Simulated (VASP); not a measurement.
# CdS (Greenockite) (P6_3mc) in VASP: a series of runs

Runs on CdS (Greenockite). Level: LDA. Tasks: single point.

Everything below comes from runs of VASP 6.6.1. Logs are shortened: lines on timing, memory, paths and dates and some standing lists are left out, and cuts for length are marked.

### Step 1. The cell of the first run

Symmetry: P6_3mc, No. 186, hexagonal system. The conventional cell has a = 3.992 Å, b = 3.992 Å, c = 6.718 Å, α = 90.00°, β = 90.00°, γ = 120.00°. Within 3.2 Å of Cd (site symmetry 3m) lie 4 S at 2.45 to 2.53 Å. S (site symmetry 3m) has 4 Cd at 2.45 to 2.53 Å within 3.2 Å.

### Step 2. Single point, LDA (in-plane strain -0.02)

Contents of INCAR:

```
SYSTEM = CdS
ALGO = Normal
EDIFF = 1E-7
ENCUT = 520
ISIF = 2
ISMEAR = 0
LASPH = .TRUE.
LCHARG = .TRUE.
LELF = .TRUE.
LREAL = .FALSE.
LVHAR = .TRUE.
LWAVE = .FALSE.
NBANDS = 26
NELM = 100
PREC = Accurate
SIGMA = 0.01
```

Contents of KPOINTS:

```
k-points
0
G
  6 6 4
  0 0 0
```

Contents of POSCAR:

```
CdS
1.0
    3.9920385245      0.0000000000      0.0000000000
   -1.9960192622      3.4572067751      0.0000000000
    0.0000000000      0.0000000000      6.7181014202
Cd S
2 2
Direct
    0.3333333333      0.6666666667     -0.0005275156
    0.6666666667      0.3333333333      0.4994724844
    0.3333333333      0.6666666667      0.3755275156
    0.6666666667      0.3333333333      0.8755275156
```

Potentials or basis: VASP PAW LDA potentials, release 64 (Cd, S).

The run is started by

```bash
> cat potpaw_LDA.64/Cd/POTCAR potpaw_LDA.64/S/POTCAR > POTCAR
> mpirun -np 1 vasp_std > vasp.out
```

OUTCAR:

```text
SYSTEM = CdS
   EDIFF = 1E-7
   ENCUT = 520
   ISIF = 2
   ISMEAR = 0
   LASPH = .TRUE.
   LREAL = .FALSE.
   NELM = 100
   PREC = Accurate

 ion  position               nearest neighbor table
   1  0.333  0.667  0.999-   4 2.45   4 2.45   4 2.45   3 2.53
   2  0.667  0.333  0.499-   3 2.45   3 2.45   3 2.45   4 2.53
   3  0.333  0.667  0.376-   2 2.45   2 2.45   2 2.45   1 2.53
   4  0.667  0.333  0.876-   1 2.45   1 2.45   1 2.45   2 2.53

  LATTYP: Found a hexagonal cell.
 ALAT       =     3.9920385245
 C/A-ratio  =     1.6828748969

  Lattice vectors:

 A1 = (   3.9920385245,   0.0000000000,   0.0000000000)
 A2 = (  -1.9960192622,   3.4572067751,   0.0000000000)
 A3 = (   0.0000000000,   0.0000000000,   6.7181014202)

Analysis of symmetry for initial positions (statically):
=====================================================================
 Subroutine PRICEL returns:
 Original cell was already a primitive cell.

 Routine SETGRP: Setting up the symmetry group for a
 hexagonal supercell.

 Subroutine GETGRP returns: Found 12 space group operations
 (whereof  6 operations were pure point group operations)
 out of a pool of 24 trial point group operations.

The static configuration has the point symmetry C_3v.
 The point group associated with its full space group is C_6v.

Analysis of symmetry for dynamics (positions and initial velocities):
=====================================================================
 Subroutine PRICEL returns:
 Original cell was already a primitive cell.

 Routine SETGRP: Setting up the symmetry group for a
 hexagonal supercell.

 Subroutine GETGRP returns: Found 12 space group operations
 (whereof  6 operations were pure point group operations)
 out of a pool of 24 trial point group operations.

The dynamic configuration has the point symmetry C_3v.
 The point group associated with its full space group is C_6v.

 Subroutine INISYM returns: Found 12 space group operations
 (whereof  6 operations are pure point group operations),
 and found     1 'primitive' translations

----------------------------------------------------------------------------------------

                                     Primitive cell

  volume of cell :      92.7186

  direct lattice vectors                    reciprocal lattice vectors
     3.992038524  0.000000000  0.000000000     0.250498585  0.144625425  0.000000000
    -1.996019262  3.457206775  0.000000000     0.000000000  0.289250850  0.000000000
     0.000000000  0.000000000  6.718101420     0.000000000  0.000000000  0.148851578

  length of vectors
     3.992038524  3.992038524  6.718101420     0.289250850  0.289250850  0.148851578

  position of ions in fractional coordinates (direct lattice)
     0.333333333  0.666666667  0.999472484
     0.666666667  0.333333333  0.499472484
     0.333333333  0.666666667  0.375527516
     0.666666667  0.333333333  0.875527516

  ion indices of the primitive-cell ions
   primitive index   ion index
                 1           1
                 2           2
                 3           3
                 4           4

----------------------------------------------------------------------------------------

 KPOINTS: k-points

Automatic generation of k-mesh.
 Grid dimensions read from file:
 generate k-points for:    6    6    4

 Generating k-lattice:

  Cartesian coordinates                     Fractional coordinates (reciprocal lattice)
     0.041749764  0.024104238  0.000000000     0.166666667  0.000000000  0.000000000
     0.000000000  0.048208475  0.000000000     0.000000000  0.166666667  0.000000000
     0.000000000  0.000000000  0.037212895     0.000000000  0.000000000  0.250000000

  Length of vectors
     0.048208475  0.048208475  0.037212895

  Shift w.r.t. Gamma in fractional coordinates (k-lattice)
     0.000000000  0.000000000  0.000000000

 Subroutine IBZKPT returns following result:
 ===========================================

 Found     21 irreducible k-points:

 Following reciprocal coordinates:
            Coordinates               Weight
  0.000000  0.000000  0.000000      1.000000
  0.166667 -0.000000  0.000000      6.000000
  0.333333  0.000000  0.000000      6.000000
  0.500000 -0.000000  0.000000      3.000000
  0.166667  0.166667  0.000000      6.000000
  0.333333  0.166667  0.000000     12.000000
[... 13 lines left out ...]
  0.333333  0.166667  0.500000     12.000000
  0.333333  0.333333  0.500000      2.000000
   k-points           NKPTS =     21   k-points in BZ     NKDIM =     21   number of bands    NBANDS=     26
   number of dos      NEDOS =    301   number of ions     NIONS =      4
   total plane-waves  NPLWV =  45000
   dimension x,y,z NGX =    30 NGY =   30 NGZ =   50
   dimension x,y,z NGXF=    60 NGYF=   60 NGZF=  100
   ions per type =               2   2
   NGX,Y,Z   is equivalent  to a cutoff of  12.49, 12.49, 12.37 a.u.
   NGXF,Y,Z  is equivalent  to a cutoff of  24.99, 24.99, 24.75 a.u.
 SYSTEM =  CdS
   PREC   = accura    normal or accurate (medium, high low for compatibility)
   ISTART =      0    job   : 0-new  1-cont  2-samecut
   ICHARG =      2    charge: 1-file 2-atom 10-const
   ISPIN  =      1    spin polarized calculation?
   LNONCOLLINEAR =      F non collinear calculations
   LSORBIT =      F    spin-orbit coupling
   LASPH  =      T    aspherical Exc in radial PAW
   ENCUT  =  520.0 eV  38.22 Ry    6.18 a.u.   7.42  7.42 12.49*2*pi/ulx,y,z
   NELM   =    100;   NELMIN=  2; NELMDL= -5     # of ELM steps
   EDIFF  = 0.1E-06   stopping-criterion for ELM
   LREAL  =      F    real-space projection
   EDIFFG = 0.1E-05   stopping-criterion for IOM
   NSW    =      0    number of steps for IOM
   IBRION =     -1    ionic relax: 0-MD 1-quasi-New 2-CG
   NFREE  =      0    steps in history (QN), initial steepest desc. (CG)
   ISIF   =      2    stress and relaxation
   ISYM   =      2    0-nonsym 1-usesym 2-fastsym
   POTIM  = 0.5000    time-step for ionic-motion
   TEBEG  =    0.0;   TEEND  =   0.0 temperature during run
   PSTRESS=    0.0 pullay stress
   NELECT =      36.0000    total number of electrons
   NUPDOWN=      -1.0000    fix difference up-down
   EMIN   =  10.00;   EMAX   =-10.00  energy-range for DOS
   EFERMI =   0.00;   METHOD = LEGACY
   ISMEAR =     0;   SIGMA  =   0.01  broadening in eV -4-tet -1-fermi 0-gaus
   EFERMI_NEDOS =   21; number of points for ismear=-14 and -15
   IALGO  =     38    algorithm
   IMIX   =      4    mixing-type and parameters
     AMIX     =   0.40;   BMIX     =  1.00
     AMIX_MAG =   1.60;   BMIX_MAG =  1.00
  volume/ion in A,a.u.               =      23.18       156.42
  Fermi-wavevector in a.u.,A,eV,Ry     =   1.194318  2.256934 19.407301  1.426396
  Thomas-Fermi vector in A             =   2.330311
   LORBIT       =      0    0 simple, 1 ext, 2 COOP (PROOUT), +10 PAW based schemes
   GGA     = CA    functional components
   LHFCALC =     F    Hartree Fock is set to
   AEXX    =    0.0000 exact exchange contribution
   IVDW    =     0    specifies the selected vdW correction
   LEPSILON=     F    determine dielectric tensor
   LRPA    =     F    only Hartree local field effects (RPA)
 non-spin polarized calculation
 Gauss-broadening in eV      SIGMA  =   0.01
  energy-cutoff  :      520.00
  volume of cell :       92.72
 maximum number of plane-waves:      2539
 NGX is ok and might be reduce to    30
   NGX = 15   NGY = 15   NGZ = 25

 number of electron      35.9999997 magnetization

 Free energy of the ion-electron system (eV)
  ---------------------------------------------------
  ext. energy  EPLUGINS =         0.00000000
  ---------------------------------------------------
  free energy    TOTEN  =       -14.76083778 eV

  energy without entropy =      -14.76083778  energy(sigma->0) =      -14.76083778

 E-fermi :   1.8984     XC(G=0):  -9.8928

 val. band max:        1.7903107582   @ k =   0.0000   0.0000   0.0000
 cond. band min:       2.8498955193   @ k =   0.0000   0.0000   0.0000
 fundamental gap:      1.0595847611
 Fermi energy:         1.8984240384

 k-point     1 :       0.0000    0.0000    0.0000
  band No.  band energies     occupation
      1     -11.0623      2.00000
      2     -10.5785      2.00000
      3      -6.3096      2.00000
      4      -6.3096      2.00000
      5      -6.2761      2.00000
      6      -6.2217      2.00000
[... 18 lines left out ...]
     25       9.2899      0.00000
     26       9.2899      0.00000

 k-point     2 :       0.1667   -0.0000    0.0000
  band No.  band energies     occupation
      1     -10.9441      2.00000
      2     -10.5218      2.00000
      3      -6.2593      2.00000
      4      -6.2546      2.00000
      5      -6.2210      2.00000
      6      -6.1574      2.00000
[... 18 lines left out ...]
     25       9.1231      0.00000
     26       9.9301      0.00000

 k-point     3 :       0.3333    0.0000    0.0000
  band No.  band energies     occupation
      1     -10.6904      2.00000
      2     -10.4235      2.00000
      3      -6.1871      2.00000
      4      -6.1810      2.00000
      5      -6.0369      2.00000
      6      -6.0137      2.00000
[... 18 lines left out ...]
     25       9.8393      0.00000
     26      10.6467      0.00000

 k-point     4 :       0.5000   -0.0000    0.0000
  band No.  band energies     occupation
      1     -10.5438      2.00000
      2     -10.3941      2.00000
      3      -6.1745      2.00000
      4      -6.1567      2.00000
      5      -5.9481      2.00000
      6      -5.9221      2.00000
[... 18 lines left out ...]
     25       9.7402      0.00000
     26      12.1181      0.00000
[... 409 lines left out ...]
      1     -10.5932      2.00000
      2     -10.5932      2.00000
      3      -6.1479      2.00000
      4      -6.1479      2.00000
      5      -6.1138      2.00000
      6      -6.1138      2.00000
[... 18 lines left out ...]
     25       9.7005      0.00000
     26       9.7005      0.00000

 k-point    20 :       0.3333    0.1667    0.5000
  band No.  band energies     occupation
      1     -10.4600      2.00000
      2     -10.4600      2.00000
      3      -6.1018      2.00000
      4      -6.1018      2.00000
      5      -6.0558      2.00000
      6      -6.0558      2.00000
[... 18 lines left out ...]
     25      10.2246      0.00000
     26      10.2246      0.00000

 k-point    21 :       0.3333    0.3333    0.5000
  band No.  band energies     occupation
      1     -10.4175      2.00000
      2     -10.4175      2.00000
      3      -6.0700      2.00000
      4      -6.0700      2.00000
      5      -6.0406      2.00000
      6      -6.0406      2.00000
[... 18 lines left out ...]
     25      10.9555      0.00000
     26      10.9555      0.00000

------------------------ aborting loop because EDIFF is reached ----------------------------------------

  FORCE on cell =-STRESS in cart. coord.  units (eV):
  Direction    XX          YY          ZZ          XY          YZ          ZX
  --------------------------------------------------------------------------------------
  -------------------------------------------------------------------------------------
  Total        2.4466547      2.4466547      0.0049480      0.0000000      0.0000000     -0.0000000
  in kB       42.2782140     42.2782140      0.0855008      0.0000000      0.0000000     -0.0000000
  external PRESSURE =      28.2139763 kB  Pullay stress =       0.0000000 kB

 VOLUME and BASIS-vectors are now :
 -----------------------------------------------------------------------------
  energy-cutoff  :      520.00
  volume of cell :       92.72
      direct lattice vectors                 reciprocal lattice vectors
     3.992038524  0.000000000  0.000000000     0.250498585  0.144625425  0.000000000
    -1.996019262  3.457206775  0.000000000     0.000000000  0.289250850  0.000000000
     0.000000000  0.000000000  6.718101420     0.000000000  0.000000000  0.148851578

 POSITION                                       TOTAL-FORCE (eV/Angst)
 -----------------------------------------------------------------------------------
     -0.00000      2.30480      6.71456         0.000000      0.000000      0.304597
      1.99602      1.15240      3.35551        -0.000000      0.000000      0.304597
     -0.00000      2.30480      2.52283        -0.000000      0.000000     -0.304597
      1.99602      1.15240      5.88188         0.000000     -0.000000     -0.304597
 -----------------------------------------------------------------------------------
    total drift:                               -0.000000     -0.000000     -0.000449

  FREE ENERGIE OF THE ION-ELECTRON SYSTEM (eV)
  ---------------------------------------------------
  free  energy   TOTEN  =       -14.7608377755 eV

  energy  without entropy=      -14.7608377755  energy(sigma->0) =      -14.76083778
```

It took 70 s on 1 thread of Intel Xeon Platinum 8259CL at 2.50GHz (Skylake/Cascade Lake), shared host; peak memory 0.19 GiB.

Results:

| Item | Value |
| --- | --- |
| Free energy | -14.7608 eV |
| Pressure | 2.8 GPa |
| Largest force | 0.305 eV/Å |
| Band gap on the k mesh | 1.06 eV, direct |

Forces in eV/Å, atoms in the order of the input:
```
Cd   0.000  0.000  0.305
Cd   0.000  0.000  0.305
S    0.000  0.000 -0.305
S    0.000  0.000 -0.305
```

Levels at points of the mesh, in eV from the valence-band top:
```tsv
k point	band 15	band 16	band 17	band 18	band 19	band 20	band 21	band 22
(0.00, 0.00, 0.00)	-0.80	-0.18	0.00	0.00	1.06	2.80	6.21	6.38
(0.50, 0.00, 0.00)	-3.07	-2.12	-1.58	-0.94	3.58	3.75	4.70	6.22
(0.00, 0.00, 0.50)	-0.42	-0.42	-0.42	-0.42	2.80	2.80	5.88	5.88
(0.50, 0.00, 0.50)	-1.67	-1.67	-1.56	-1.56	3.18	3.18	5.15	5.15
```

Caveat: the cell differs from its parent crystal (in-plane strain -0.02).

[end of part 1 of 2]
